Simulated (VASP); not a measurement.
# Ag2O (Pn-3m) in VASP: notebook

Runs on Ag2O. Level: PBE+D3(BJ). Tasks: single point, relaxation of cell and atoms.

Everything below comes from runs of VASP 6.6.1. Logs are shortened: lines on timing, memory, paths and dates and some standing lists are left out, and cuts for length are marked.

### Step 1. The cell of the first run

Symmetry: Pn-3m, No. 224, cubic system. Conventional cell: a = 4.755 Å, b = 4.755 Å, c = 4.755 Å, α = 90.00°, β = 90.00°, γ = 90.00°. Ag (site symmetry -3m) has 2 O at 2.06 Å within 2.7 Å. O (site symmetry -43m) has 4 Ag at 2.06 Å within 2.7 Å.

### Step 2. Single point, PBE+D3(BJ)

Input file INCAR:

```
PREC = Accurate
ENCUT = 600
EDIFF = 1E-6
ISMEAR = 0
SIGMA = 0.1
LREAL = F
LASPH = T
NELM = 120
ALGO = Normal
ISIF = 2
LWAVE = F
LCHARG = T
GGA = PE
IVDW = 12
LELF = T
LVHAR = T
NBANDS = 37
GGA_COMPAT = F
```

Input file KPOINTS:

```
regular mesh
0
Gamma
  8 8 8
```

Input file POSCAR:

```
Ag2O
1.0
    4.7546073744      0.0000000000      0.0000000000
    0.0000000000      4.7546073744      0.0000000000
    0.0000000000      0.0000000000      4.7546073744
Ag O
4 2
Direct
    0.2500000000      0.2500000000      0.2500000000
    0.2500000000      0.7500000000      0.7500000000
    0.7500000000      0.7500000000      0.2500000000
    0.7500000000      0.2500000000      0.7500000000
    0.0000000000      0.0000000000      0.0000000000
    0.5000000000      0.5000000000      0.5000000000
```

Potentials or basis: VASP PAW PBE potentials, release 64 (Ag, O).

On the command line:

```
$ cat potpaw_PBE.64/Ag/POTCAR potpaw_PBE.64/O/POTCAR > POTCAR
$ mpirun -np 1 vasp_std > vasp.out
```

OUTCAR:

```text
PREC = Accurate
   ENCUT = 600
   EDIFF = 1E-6
   ISMEAR = 0
   LREAL = F
   LASPH = T
   NELM = 120
   ISIF = 2
   GGA = PE
   IVDW = 12
 IVDW          = 12

 ion  position               nearest neighbor table
   1  0.250  0.250  0.250-   5 2.06   6 2.06   4 3.36   2 3.36   3 3.36   2 3.36   4 3.36   2 3.36
                             3 3.36   2 3.36   3 3.36   4 3.36   4 3.36   3 3.36
   2  0.250  0.750  0.750-   5 2.06   6 2.06   4 3.36   1 3.36   3 3.36   1 3.36   3 3.36   1 3.36
                             4 3.36   1 3.36   3 3.36   4 3.36   3 3.36   4 3.36
   3  0.750  0.750  0.250-   5 2.06   6 2.06   4 3.36   1 3.36   2 3.36   2 3.36   4 3.36   1 3.36
                             4 3.36   4 3.36   1 3.36   2 3.36   2 3.36   1 3.36
   4  0.750  0.250  0.750-   5 2.06   6 2.06   3 3.36   1 3.36   2 3.36   1 3.36   3 3.36   2 3.36
                             3 3.36   3 3.36   1 3.36   2 3.36   1 3.36   2 3.36
   5  0.000  0.000  0.000-   1 2.06   2 2.06   3 2.06   4 2.06
   6  0.500  0.500  0.500-   1 2.06   2 2.06   3 2.06   4 2.06

  LATTYP: Found a simple cubic cell.
 ALAT       =     4.7546073744

  Lattice vectors:

 A1 = (   4.7546073744,   0.0000000000,   0.0000000000)
 A2 = (   0.0000000000,   4.7546073744,   0.0000000000)
 A3 = (   0.0000000000,   0.0000000000,   4.7546073744)

Analysis of symmetry for initial positions (statically):
=====================================================================
 Subroutine PRICEL returns:
 Original cell was already a primitive cell.

 Routine SETGRP: Setting up the symmetry group for a
 simple cubic supercell.

 Subroutine GETGRP returns: Found 48 space group operations
 (whereof 24 operations were pure point group operations)
 out of a pool of 48 trial point group operations.

The static configuration has the point symmetry T_d .
 The point group associated with its full space group is O_h .

Analysis of symmetry for dynamics (positions and initial velocities):
=====================================================================
 Subroutine PRICEL returns:
 Original cell was already a primitive cell.

 Routine SETGRP: Setting up the symmetry group for a
 simple cubic supercell.

 Subroutine GETGRP returns: Found 48 space group operations
 (whereof 24 operations were pure point group operations)
 out of a pool of 48 trial point group operations.

The dynamic configuration has the point symmetry T_d .
 The point group associated with its full space group is O_h .

 Subroutine INISYM returns: Found 48 space group operations
 (whereof 24 operations are pure point group operations),
 and found     1 'primitive' translations

----------------------------------------------------------------------------------------

                                     Primitive cell

  volume of cell :     107.4840

  direct lattice vectors                    reciprocal lattice vectors
     4.754607374  0.000000000  0.000000000     0.210322309  0.000000000  0.000000000
     0.000000000  4.754607374  0.000000000     0.000000000  0.210322309  0.000000000
     0.000000000  0.000000000  4.754607374     0.000000000  0.000000000  0.210322309

  length of vectors
     4.754607374  4.754607374  4.754607374     0.210322309  0.210322309  0.210322309

  position of ions in fractional coordinates (direct lattice)
     0.250000000  0.250000000  0.250000000
     0.250000000  0.750000000  0.750000000
     0.750000000  0.750000000  0.250000000
     0.750000000  0.250000000  0.750000000
     0.000000000  0.000000000  0.000000000
     0.500000000  0.500000000  0.500000000

  ion indices of the primitive-cell ions
   primitive index   ion index
                 1           1
                 2           2
                 3           3
                 4           4
                 5           5
                 6           6

----------------------------------------------------------------------------------------

 KPOINTS: regular mesh

Automatic generation of k-mesh.
 Grid dimensions read from file:
 generate k-points for:    8    8    8

 Generating k-lattice:

  Cartesian coordinates                     Fractional coordinates (reciprocal lattice)
     0.026290289  0.000000000  0.000000000     0.125000000  0.000000000  0.000000000
     0.000000000  0.026290289  0.000000000     0.000000000  0.125000000  0.000000000
     0.000000000  0.000000000  0.026290289     0.000000000  0.000000000  0.125000000

  Length of vectors
     0.026290289  0.026290289  0.026290289

  Shift w.r.t. Gamma in fractional coordinates (k-lattice)
     0.000000000  0.000000000  0.000000000

 Subroutine IBZKPT returns following result:
 ===========================================

 Found     35 irreducible k-points:

 Following reciprocal coordinates:
            Coordinates               Weight
  0.000000  0.000000  0.000000      1.000000
  0.125000  0.000000  0.000000      6.000000
  0.250000  0.000000  0.000000      6.000000
  0.375000  0.000000  0.000000      6.000000
  0.500000  0.000000  0.000000      3.000000
  0.125000  0.125000  0.000000     12.000000
[... 16 lines left out ...]
  0.375000  0.375000  0.125000     24.000000
  0.500000  0.375000  0.125000     24.000000
 [... further k-points ...]
   k-points           NKPTS =     35   k-points in BZ     NKDIM =     35   number of bands    NBANDS=     37
   number of dos      NEDOS =    301   number of ions     NIONS =      6
   total plane-waves  NPLWV =  64000
   dimension x,y,z NGX =    40 NGY =   40 NGZ =   40
   dimension x,y,z NGXF=    80 NGYF=   80 NGZF=   80
   ions per type =               4   2
   NGX,Y,Z   is equivalent  to a cutoff of  13.99, 13.99, 13.99 a.u.
   NGXF,Y,Z  is equivalent  to a cutoff of  27.97, 27.97, 27.97 a.u.
 SYSTEM =  unknown system
   PREC   = accura    normal or accurate (medium, high low for compatibility)
   ISTART =      0    job   : 0-new  1-cont  2-samecut
   ICHARG =      2    charge: 1-file 2-atom 10-const
   ISPIN  =      1    spin polarized calculation?
   LNONCOLLINEAR =      F non collinear calculations
   LSORBIT =      F    spin-orbit coupling
   LASPH  =      T    aspherical Exc in radial PAW
   ENCUT  =  600.0 eV  44.10 Ry    6.64 a.u.   9.50  9.50  9.50*2*pi/ulx,y,z
   NELM   =    120;   NELMIN=  2; NELMDL= -5     # of ELM steps
   EDIFF  = 0.1E-05   stopping-criterion for ELM
   LREAL  =      F    real-space projection
   EDIFFG = 0.1E-04   stopping-criterion for IOM
   NSW    =      0    number of steps for IOM
   IBRION =     -1    ionic relax: 0-MD 1-quasi-New 2-CG
   NFREE  =      0    steps in history (QN), initial steepest desc. (CG)
   ISIF   =      2    stress and relaxation
   ISYM   =      2    0-nonsym 1-usesym 2-fastsym
   POTIM  = 0.5000    time-step for ionic-motion
   TEBEG  =    0.0;   TEEND  =   0.0 temperature during run
   PSTRESS=    0.0 pullay stress
   NELECT =      56.0000    total number of electrons
   NUPDOWN=      -1.0000    fix difference up-down
   EMIN   =  10.00;   EMAX   =-10.00  energy-range for DOS
   EFERMI =   0.00;   METHOD = LEGACY
   ISMEAR =     0;   SIGMA  =   0.10  broadening in eV -4-tet -1-fermi 0-gaus
   EFERMI_NEDOS =   21; number of points for ismear=-14 and -15
   IALGO  =     38    algorithm
   IMIX   =      4    mixing-type and parameters
     AMIX     =   0.40;   BMIX     =  1.00
     AMIX_MAG =   1.60;   BMIX_MAG =  1.00
  volume/ion in A,a.u.               =      17.91       120.89
  Fermi-wavevector in a.u.,A,eV,Ry     =   1.317315  2.489364 23.610432  1.735318
  Thomas-Fermi vector in A             =   2.447364
   LORBIT       =      0    0 simple, 1 ext, 2 COOP (PROOUT), +10 PAW based schemes
   GGA     = PE    functional components
   LHFCALC =     F    Hartree Fock is set to
   AEXX    =    0.0000 exact exchange contribution
   IVDW    =    12    specifies the selected vdW correction
   LEPSILON=     F    determine dielectric tensor
   LRPA    =     F    only Hartree local field effects (RPA)
 non-spin polarized calculation
 Gauss-broadening in eV      SIGMA  =   0.10
  energy-cutoff  :      600.00
  volume of cell :      107.48
 maximum number of plane-waves:      3695
 NGX is ok and might be reduce to    40
   NGX = 19   NGY = 19   NGZ = 19

 number of electron      55.9999996 magnetization

 Free energy of the ion-electron system (eV)
  ---------------------------------------------------
  ext. energy  EPLUGINS =         0.00000000
  ---------------------------------------------------
  free energy    TOTEN  =       -21.43004771 eV

  energy without entropy =      -21.42922287  energy(sigma->0) =      -21.42963529

 E-fermi :   4.4935     XC(G=0): -10.4121

 val. band max:        4.4217816902   @ k =   0.0000   0.0000   0.0000
 cond. band min:       4.6131074924   @ k =   0.1250   0.0000   0.0000
 fundamental gap:      0.1913258022
 Fermi energy:         4.4935064849

 k-point     1 :       0.0000    0.0000    0.0000
  band No.  band energies     occupation
      1     -14.2927      2.00000
      2     -13.6451      2.00000
      3      -2.2576      2.00000
      4      -2.2576      2.00000
      5      -2.2576      2.00000
      6      -0.0791      2.00000
[... 29 lines left out ...]
     36      13.1042      0.00000
     37      13.1042      0.00000

 k-point     2 :       0.1250    0.0000    0.0000
  band No.  band energies     occupation
      1     -14.2692      2.00000
      2     -13.6711      2.00000
      3      -2.2061      2.00000
      4      -2.2061      2.00000
      5      -2.1857      2.00000
      6      -0.0117      2.00000
[... 29 lines left out ...]
     36      12.9024      0.00000
     37      12.9024      0.00000

 k-point     3 :       0.2500    0.0000    0.0000
  band No.  band energies     occupation
      1     -14.2020      2.00000
      2     -13.7446      2.00000
      3      -2.0607      2.00000
      4      -2.0607      2.00000
      5      -1.9755      2.00000
      6      -0.2395      2.00000
[... 29 lines left out ...]
     36      12.5006      0.00000
     37      12.5006      0.00000

 k-point     4 :       0.3750    0.0000    0.0000
  band No.  band energies     occupation
      1     -14.1001      2.00000
      2     -13.8527      2.00000
      3      -1.8607      2.00000
      4      -1.8607      2.00000
      5      -1.6426      2.00000
      6      -0.7235      2.00000
[... 29 lines left out ...]
     36      12.1779      0.00000
     37      12.1779      0.00000
[... 683 lines left out ...]
      1     -14.0492      2.00000
      2     -13.8972      2.00000
      3      -1.8879      2.00000
      4      -1.8696      2.00000
      5      -1.4401      2.00000
      6      -0.9026      2.00000
[... 29 lines left out ...]
     36      13.1122      0.00000
     37      14.2421      0.00000

 k-point    23 :       0.3750    0.3750    0.1250
  band No.  band energies     occupation
      1     -14.0731      2.00000
      2     -13.8697      2.00000
      3      -1.9870      2.00000
      4      -1.8836      2.00000
      5      -1.4632      2.00000
      6      -0.8917      2.00000
[... 29 lines left out ...]
     36      13.5146      0.00000
     37      13.7125      0.00000

 k-point    24 :       0.5000    0.3750    0.1250
  band No.  band energies     occupation
      1     -14.0700      2.00000
      2     -13.8712      2.00000
      3      -1.9365      2.00000
      4      -1.9308      2.00000
      5      -1.5209      2.00000
      6      -0.8139      2.00000
[... 29 lines left out ...]
     36      13.0864      0.00000
     37      13.7854      0.00000

 [... further k-points ...]

------------------------ aborting loop because EDIFF is reached ----------------------------------------

 Edisp (eV)   -1.88813

 E8    (eV) :    -0.7878

  FORCE on cell =-STRESS in cart. coord.  units (eV):
  Direction    XX          YY          ZZ          XY          YZ          ZX
  --------------------------------------------------------------------------------------
  -------------------------------------------------------------------------------------
  Total      -0.14963    -0.14963    -0.14963     0.00000     0.00000     0.00000
  in kB      -2.23048    -2.23048    -2.23048     0.00000     0.00000     0.00000
  external pressure =       -2.23 kB  Pullay stress =        0.00 kB

 VOLUME and BASIS-vectors are now :
 -----------------------------------------------------------------------------
  energy-cutoff  :      600.00
  volume of cell :      107.48
      direct lattice vectors                 reciprocal lattice vectors
     4.754607374  0.000000000  0.000000000     0.210322309  0.000000000  0.000000000
     0.000000000  4.754607374  0.000000000     0.000000000  0.210322309  0.000000000
     0.000000000  0.000000000  4.754607374     0.000000000  0.000000000  0.210322309

 POSITION                                       TOTAL-FORCE (eV/Angst)
 -----------------------------------------------------------------------------------
      1.18865      1.18865      1.18865         0.000000     -0.000000      0.000000
      1.18865      3.56596      3.56596        -0.000000     -0.000000     -0.000000
      3.56596      3.56596      1.18865        -0.000000      0.000000      0.000000
      3.56596      1.18865      3.56596         0.000000      0.000000     -0.000000
      0.00000      0.00000      0.00000        -0.000000      0.000000     -0.000000
      2.37730      2.37730      2.37730         0.000000      0.000000      0.000000
 -----------------------------------------------------------------------------------
    total drift:                                0.000000      0.000000     -0.000000

  FREE ENERGIE OF THE ION-ELECTRON SYSTEM (eV)
  ---------------------------------------------------
  free  energy   TOTEN  =       -23.3181801877 eV

  energy  without entropy=      -23.3173553539  energy(sigma->0) =      -23.31776777
```

Run time: 3.5 min. Hardware: 1 thread of Oxide Virtual Turin-like, shared host; peak memory 0.29 GiB.

What came out:

* Free energy: -23.3182 eV
* Pressure: -0.2 GPa
* Band gap on the k mesh: zero (filled and empty bands touch)
* Dispersion energy per atom: -0.315 eV

Caveat: semilocal functionals underestimate gaps, and a narrow one can read as zero.

### Step 3. Relaxation of cell and atoms, PBE+D3(BJ)

This run uses another cell than the first one, of 18.57 Å³/atom.

Input file INCAR:

```
PREC = Accurate
ENCUT = 600
EDIFF = 1E-7
ISMEAR = 0
SIGMA = 0.1
LREAL = False
LASPH = True
NELM = 120
ALGO = Normal
ISIF = 3
LWAVE = False
LCHARG = False
GGA = PE
IVDW = 12
IBRION = 2
NSW = 70
EDIFFG = -0.005
GGA_COMPAT = False
NELMIN = 4
```

KPOINTS is that of step 2.

POSCAR: that of step 2 with these lines changed.

```diff
@@ -2,5 +2,5 @@
 1.0
-    4.7546073744      0.0000000000      0.0000000000
-    0.0000000000      4.7546073744      0.0000000000
-    0.0000000000      0.0000000000      4.7546073744
+    4.8119826442      0.0000000000      0.0000000000
+    0.0000000000      4.8119826442      0.0000000000
+    0.0000000000      0.0000000000      4.8119826442
 Ag O
```

Potentials or basis: VASP PAW PBE potentials, release 64 (Ag, O).

On the command line:

```
$ cat potpaw_PBE.64/Ag/POTCAR potpaw_PBE.64/O/POTCAR > POTCAR
$ mpirun -np 1 vasp_std > vasp.out
```

Run time: 8.5 min. Hardware: 1 thread of Oxide Virtual Turin-like, shared host; peak memory 0.31 GiB.

Results (log left out):

```yaml
Free_energy: -23.3226 eV
Relaxed_volume: 17.87 Å³/atom
Relaxed_cell: a = 4.750 Å, b = 4.750 Å, c = 4.750 Å, α = 90.00°, β = 90.00°, γ = 90.00°
Space_group_after_relaxing_to_0.1_Å: Pn-3m (No. 224)
Energy_gained_by_relaxing: 6.3 meV/atom
Ionic_steps: 3
Pressure_after_relaxing: 0.0 GPa
Band_gap_on_the_k_mesh: 0.01 eV
Dispersion_energy_per_atom: -0.316 eV
```

The path:
```tsv
step	energy change (eV)	largest force (eV/Å)	pressure (GPa)	volume (Å³)
1	0.0000	0.0000	-2.76	111.42
2	-0.0361	0.0000	0.65	106.34
3	-0.0378	0.0000	0.00	107.20
```

Final structure:
```
CELL_PARAMETERS angstrom
4.75040 0.00000 0.00000
0.00000 4.75040 0.00000
0.00000 0.00000 4.75040
ATOMIC_POSITIONS crystal
Ag 0.25000 0.25000 0.25000
Ag 0.25000 0.75000 0.75000
Ag 0.75000 0.75000 0.25000
Ag 0.75000 0.25000 0.75000
O 0.00000 0.00000 0.00000
O 0.50000 0.50000 0.50000
```

Levels at points of the mesh, in eV from the valence-band top:
```
           k point  band 26  band 27  band 28  band 29  band 30  band 31
(0.00, 0.00, 0.00)     0.00     0.00     0.00     0.01     2.10     2.10
(0.50, 0.00, 0.00)    -1.57    -0.46    -0.46     2.07     2.07     4.76
(0.50, 0.50, 0.00)    -1.59    -0.80    -0.80     2.11     2.11     3.73
(0.50, 0.50, 0.50)    -0.68    -0.68    -0.68     2.63     2.63     2.63
```

Caveat: the smearing spreads over this small gap; semilocal functionals underestimate gaps, and a narrow one can read as zero.

The gap in the log of VASP goes by the Fermi energy; the results here count the filled bands.